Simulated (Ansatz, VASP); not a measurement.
# NaTi3: VASP beside Ansatz

```
Na Ti
1.0
     4.22383    0.00000    0.00000
     0.00000    4.22383    0.00000
     0.00000    0.00000    4.22383
Na Ti
1 3
Cartesian
  0.0000 0.0000 0.0000
  0.0000 2.1119 2.1119
  2.1119 0.0000 2.1119
  2.1119 2.1119 0.0000
```

Alike in both runs: task relaxation of cell and atoms; functional PBE; k mesh 12 × 12 × 12; occupations gaussian, width 0.1 eV; no spin polarisation.

```csv
,VASP,Ansatz
version,VASP 6.6.1,Ansatz 0.2.0
potentials or method,"VASP PAW PBE potentials, release 64 (Na_pv, Ti_sv), cutoff 600 eV","scalar-relativistic, plane waves, PAW"
valence electrons in the cell,43,45
```

|  | VASP | Ansatz | Ansatz less VASP |
| --- | --- | --- | --- |
| gap on the k mesh at the Fermi level, each at its own relaxed structure (eV) | none | none | - |
| relaxed volume (Å³/atom) | 18.87 | 18.87 | +0.007 |
| relaxed cell length with the largest relative difference (Å) | 4.226 | 4.226 | +0.0005 |

A gap of «none» marks a metal or a gap that the smearing closes. VASP's potentials hold 43 valence electrons a cell and Ansatz's 45, so a difference there can come from the potentials and not from the codes.
